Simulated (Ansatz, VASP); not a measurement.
SiO2 in VASP and in Ansatz

Contents of INCAR:

```
SYSTEM = SiO2
  PREC = Accurate
  ENCUT = 520
  EDIFF = 1E-6
  ISMEAR = 0
  SIGMA = 0.05
  LREAL = .FALSE.
  LASPH = .TRUE.
  NELM = 80
  ALGO = Normal
  ISIF = 2
  LWAVE = .FALSE.
  LCHARG = .TRUE.
  GGA = CA
  LELF = .TRUE.
  LVHAR = .TRUE.
  NBANDS = 25
```

Contents of KPOINTS:

```
Automatic mesh
0
G
  6 6 10
  0 0 0
```

Contents of POSCAR:

```
SiO2
1.0
    4.0409259492      0.0000000000      0.0000000000
    0.0000000000      4.0409259492      0.0000000000
    0.0000000000      0.0000000000      2.9939220357
Si O
2 4
Direct
    0.5000000000      0.5000000000      0.5000000000
    0.0000000000      0.0000000000      0.0000000000
    0.6944252994      0.6944252994      0.0000000000
    0.1944252994      0.8055747006      0.5000000000
    0.3055747006      0.3055747006      0.0000000000
    0.8055747006      0.1944252994      0.5000000000
```

Input for Ansatz:

```yaml
crystal:
  lattice:
    - [4.0409259492, 0.0, 0.0]
    - [0.0, 4.0409259492, 0.0]
    - [0.0, 0.0, 2.9939220357]
  atoms:
    - { symbol: Si, position: [0.5, 0.5, 0.5] }
    - { symbol: Si, position: [0.0, 0.0, 0.0] }
    - { symbol: O, position: [0.6944252994, 0.6944252994, 0.0] }
    - { symbol: O, position: [0.1944252994, 0.8055747006, 0.5] }
    - { symbol: O, position: [0.3055747006, 0.3055747006, 0.0] }
    - { symbol: O, position: [0.8055747006, 0.1944252994, 0.5] }
basis:
  ecutwfc: 520.0
kpoints:
  mp_grid: { grid: [6, 6, 10] }
hamiltonian:
  xc: lda
  pseudopotentials: { kind: paw, azcp: { folder: soft_1 } }
scf:
  occupations: { method: gaussian, width: 0.05 }
output:
  forces: true
  stress: true
  eigenvalues: true
```

Alike in both runs: task single point; functional LDA; k mesh 6 × 6 × 10; occupations gaussian, width 0.05 eV; no spin polarisation.

```csv
,VASP,Ansatz
version,VASP 6.6.1,Ansatz 0.2.0
potentials or method,"VASP PAW LDA potentials, release 64 (Si, O), cutoff 520 eV","scalar-relativistic, plane waves, PAW"
valence electrons in the cell,32,32
```

VASP gave:

```
gap on the k mesh at the Fermi level (eV)                     : 4.19
least direct gap on the mesh (eV)                             : 4.19
pressure (GPa)                                                : -18.7
traceless stress, the component that is largest in VASP (GPa) : -35.44
rms of the force components (eV/Å)                            : 0.287
```

Q: What did Ansatz give for the same quantities?

A: gap on the k mesh at the Fermi level (eV): 4.19; least direct gap on the mesh (eV): 4.19; pressure (GPa): -19.6; traceless stress, the component that is largest in VASP (GPa): -35.38; rms of the force components (eV/Å): 0.299.

Ansatz warns that its potentials were made for another functional, while VASP's fit it. LDA's correlation is that of Perdew and Zunger in VASP and of Perdew and Wang (1992) in Ansatz. Atom by atom the forces differ by 0.012 eV/Å (rms over components).
